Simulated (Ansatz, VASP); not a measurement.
**H: VASP beside Ansatz**

INCAR

```
SYSTEM = H
PREC     = Accurate       ! precision mode
ENCUT    = 600            ! plane-wave cutoff, eV
EDIFF    = 1E-6           ! SCF threshold, eV
ISMEAR   = 0              ! smearing method
SIGMA    = 0.1            ! smearing width, eV
LREAL    = .FALSE.        ! projectors in reciprocal space
LASPH    = .TRUE.         ! aspherical terms in the spheres
NELM     = 100            ! most SCF steps
ALGO     = Normal         ! electronic algorithm
ISIF     = 3              ! what is computed and relaxed
LWAVE    = .FALSE.        ! write WAVECAR
LCHARG   = .FALSE.        ! write CHGCAR
GGA      = PE             ! functional
IBRION   = 2              ! ionic algorithm
NSW      = 90             ! ionic steps
EDIFFG   = -0.025         ! ionic threshold
```

The input KPOINTS:

```
Automatic mesh
0
G
  26 26 26
  0 0 0
```

The input POSCAR:

```
H
1.0
    0.0000000000      1.1417338486      1.1417338486
    1.1417338486      0.0000000000      1.1417338486
    1.1417338486      1.1417338486      0.0000000000
H
1
Direct
    0.5000000000      0.5000000000      0.5000000000
```

Input for Ansatz:

```yaml
crystal:
  lattice:
    - [0.0, 1.1417338486, 1.1417338486]
    - [1.1417338486, 0.0, 1.1417338486]
    - [1.1417338486, 1.1417338486, 0.0]
  atoms:
    - { symbol: H, position: [0.5, 0.5, 0.5] }
basis:
  ecutwfc: 420
kpoints:
  mp_grid: { grid: [26, 26, 26] }
hamiltonian:
  xc: pbe
scf:
  occupations: { method: gaussian, width: 0.1 }
output:
  forces: true
  stress: true
  eigenvalues: true
relax:
  adjacent_minimum: "off"
  f_tol: 0.025
  max_steps: 70
  cell: { stress_tol: 0.12 }
```

Alike in both runs: task relaxation of cell and atoms; functional PBE; k mesh 26 × 26 × 26; occupations gaussian, width 0.1 eV; no spin polarisation.

|  | VASP | Ansatz |
| --- | --- | --- |
| version | VASP 6.6.1 | Ansatz 0.2.0 |
| potentials or method | VASP PAW PBE potentials, release 64 (H), cutoff 600 eV | scalar-relativistic, plane waves, PAW |
| valence electrons in the cell | 1 | 1 |

|  | VASP | Ansatz | Ansatz less VASP |
| --- | --- | --- | --- |
| gap on the k mesh at the Fermi level, each at its own relaxed structure (eV) | none | none | - |
| relaxed volume (Å³/atom) | 2.98 | 2.98 | 0.000 |
| relaxed length of the cell vector where the two differ most in proportion (Å) | 1.615 | 1.615 | 0.0000 |

A gap of «none» marks a metal or a gap that the smearing closes.

Noted on VASP's run: the relaxation stopped at its first step, so nothing moved.
